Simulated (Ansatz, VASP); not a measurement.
Ca5GeN2: VASP beside Ansatz

```
Ca Ge N
1.0
     0.00000    5.05058    5.05058
     5.05058    0.00000    5.05058
     5.05058    5.05058    0.00000
Ca Ge N
5 1 2
Direct
  0.87381 0.87381 0.87381
  0.87381 0.87381 0.37856
  0.87381 0.37856 0.87381
  0.37856 0.87381 0.87381
  0.25000 0.25000 0.25000
  0.50000 0.50000 0.50000
  0.75000 0.75000 0.75000
  0.00000 0.00000 0.00000
```

Alike in both runs: functional PBE; k mesh 3 × 3 × 3; occupations gaussian, width 0.15 eV; no spin polarisation.

Ansatz relaxed the structure, and its values are those at the end. VASP's run is a single point on that final structure, the one shown.

|  | VASP | Ansatz |
| --- | --- | --- |
| version | VASP 6.6.1 | Ansatz 0.2.0 |
| potentials or method | VASP PAW PBE potentials, release 64 (Ca_sv, Ge_d, N), cutoff 520 eV | scalar-relativistic, plane waves, PAW |
| valence electrons in the cell | 74 | 74 |

|  | VASP | Ansatz | Ansatz less VASP |
| --- | --- | --- | --- |
| gap on the k mesh at the Fermi level (eV) | none | none | - |
| pressure (GPa) | 0.8 | 0.6 | -0.19 |

A gap of «none» marks a metal or a gap that the smearing closes. With one functional, cell and mesh, what is left measures potentials, basis and numerics.
